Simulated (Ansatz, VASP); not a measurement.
# Two plane-wave programs on Al2Te2O

```
CELL_PARAMETERS angstrom
2.87207 0.00000 0.00000
-1.43603 2.48728 0.00000
0.00000 0.00000 7.83622
ATOMIC_POSITIONS crystal
Al 0.33333 0.66667 0.43714
Al 0.66667 0.33333 0.56286
Te 0.33333 0.66667 0.78922
Te 0.66667 0.33333 0.21078
O 0.00000 0.00000 0.50000
```

Alike in both runs: task relaxation of cell and atoms; functional PBE; dispersion D3(BJ); k mesh 6 × 6 × 2; occupations gaussian, width 0.1 eV; no spin polarisation.

```csv
,VASP,Ansatz
version,VASP 6.6.1,Ansatz 0.2.0
potentials or method,"VASP PAW PBE potentials, release 64 (Al, Te, O), cutoff 600 eV","scalar-relativistic, plane waves, PAW"
valence electrons in the cell,24,44
```

|  | VASP | Ansatz | Ansatz less VASP |
| --- | --- | --- | --- |
| gap on the k mesh at the Fermi level, each at its own relaxed structure (eV) | none | none | - |
| relaxed volume (Å³/atom) | 19.72 | 19.88 | +0.167 |
| relaxed cell length with the largest relative difference (Å) | 9.319 | 9.350 | +0.0309 |

A gap of «none» marks a metal or a gap that the smearing closes. VASP's potentials hold 24 valence electrons a cell and Ansatz's 44, so a difference there can come from the potentials and not from the codes.

The k mesh is coarse, so the values compare programs but aren't converged. Neither program's run includes spin-orbit coupling. Noted on VASP's run: the volume moved by over 15 % at a fixed basis, so the end points are rough.
